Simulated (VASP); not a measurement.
A run of VASP 6.6.1:

File INCAR:

```
SYSTEM = Al
PREC = Accurate ; ENCUT = 520
EDIFF = 1E-6 ; ISMEAR = -1
SIGMA = 0.05 ; LREAL = .False.
LASPH = .True. ; NELM = 80
ALGO = Normal ; ISIF = 2
LWAVE = .False. ; LCHARG = .False.
GGA = CA ; NBANDS = 8
```

Contents of KPOINTS:

```
regular mesh
0
Gamma
  18 18 18
  0 0 0
```

File POSCAR:

```
Al
1.0
    0.0000000000      1.7851935855      1.7851935855
    1.7851935855      0.0000000000      1.7851935855
    1.7851935855      1.7851935855      0.0000000000
Al
1
Direct
    0.0000000000      0.0000000000      0.0000000000
```

Potentials or basis: VASP PAW LDA potentials, release 64 (Al).

Launch:

```bash
$ cat potpaw_LDA.64/Al/POTCAR > POTCAR
$ mpirun -np 1 vasp_std > vasp.out
```

Hardware: 1 thread of Intel Xeon 8259CL, with other jobs on the host.

Estimate the wall time of this run.

It took 20 s on 1 thread of Intel Xeon 8259CL, on a shared host, peak memory 0.09 GiB. Counts: scf iterations 9, k points 195.
